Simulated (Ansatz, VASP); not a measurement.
**RbZr2Si3: VASP beside Ansatz**

File INCAR:

```
SYSTEM = RbZr2Si3
PREC = Accurate ; ENCUT = 520
EDIFF = 1E-7 ; ISMEAR = 0
SIGMA = 0.1 ; LREAL = .False.
LASPH = .True. ; NELM = 60
ALGO = Normal ; ISIF = 2
LWAVE = .False. ; LCHARG = .False.
GGA = PE ; NBANDS = 32
```

File KPOINTS:

```
Automatic mesh
0
Gamma
  8 8 4
  0 0 0
```

The input POSCAR:

```
RbZr2Si3
1.0
    3.6169943706      0.0000000000      0.0000000000
    0.0000000000      3.8662410787      0.0000000000
    0.0000000000      0.0000000000     10.5647318078
Rb Zr Si
1 2 3
Direct
    0.0000000000      0.5000000000      0.6644673935
    0.0000000000      0.0000000000      0.0597284586
    0.5000000000      0.0000000000      0.3409014383
    0.5000000000      0.5000000000      0.1608938101
    0.5000000000      0.5000000000      0.9415073684
    0.0000000000      0.5000000000      0.3325015311
```

Input for Ansatz:

```yaml
crystal:
  lattice:
    - [3.6169943706, 0.0, 0.0]
    - [0.0, 3.8662410787, 0.0]
    - [0.0, 0.0, 10.5647318078]
  atoms:
    - { symbol: Rb, position: [0.0, 0.5, 0.6644673935] }
    - { symbol: Zr, position: [0.0, 0.0, 0.0597284586] }
    - { symbol: Zr, position: [0.5, 0.0, 0.3409014383] }
    - { symbol: Si, position: [0.5, 0.5, 0.1608938101] }
    - { symbol: Si, position: [0.5, 0.5, 0.9415073684] }
    - { symbol: Si, position: [0.0, 0.5, 0.3325015311] }
basis:
  ecutwfc: 420
kpoints:
  mp_grid: { grid: [8, 8, 4] }
  band_path:
    path:
      - [[0.0, 0.0, 0.0], [0.5, 0.0, 0.0], [0.5, 0.5, 0.0], [0.0, 0.5, 0.0], [0.0, 0.0, 0.0], [0.0, 0.0, 0.5], [0.5, 0.0, 0.5], [0.5, 0.5, 0.5], [0.0, 0.5, 0.5], [0.0, 0.0, 0.5]]
      - [[0.5, 0.0, 0.0], [0.5, 0.0, 0.5]]
      - [[0.0, 0.5, 0.0], [0.0, 0.5, 0.5]]
      - [[0.5, 0.5, 0.0], [0.5, 0.5, 0.5]]
    npoints: 14
hamiltonian:
  xc: pbe
scf:
  occupations: { method: gaussian, width: 0.1 }
  n_extra_bands: 15
output:
  forces: true
  stress: true
  eigenvalues: true
  populations: true
  dos: { projected: true, de: 0.02, nscf_kmesh: { grid: [10, 10, 5] } }
  bader: true
  write_density: true
  write_potential: true
  elf: true
  volumetric_format: npy
```

Alike in both runs: task single point; functional PBE; k mesh 8 × 8 × 4; occupations gaussian, width 0.1 eV; no spin polarisation.

```csv
,VASP,Ansatz
version,VASP 6.6.1,Ansatz 0.2.0
potentials or method,"VASP PAW PBE potentials, release 64 (Rb_sv, Zr_sv, Si), cutoff 520 eV","scalar-relativistic, plane waves, PAW"
valence electrons in the cell,45,45
```

```tsv
	VASP	Ansatz	Ansatz less VASP
gap on the k mesh at the Fermi level (eV)	none	none	-
pressure (GPa)	0.0	0.0	-0.02
rms of the force components (eV/Å)	0.003	0.001	-0.0020
```

Atom by atom the forces differ by 0.003 eV/Å (rms over components). A gap of «none» marks a metal or a gap that the smearing closes. With one functional, cell and mesh, what is left measures potentials, basis and numerics.
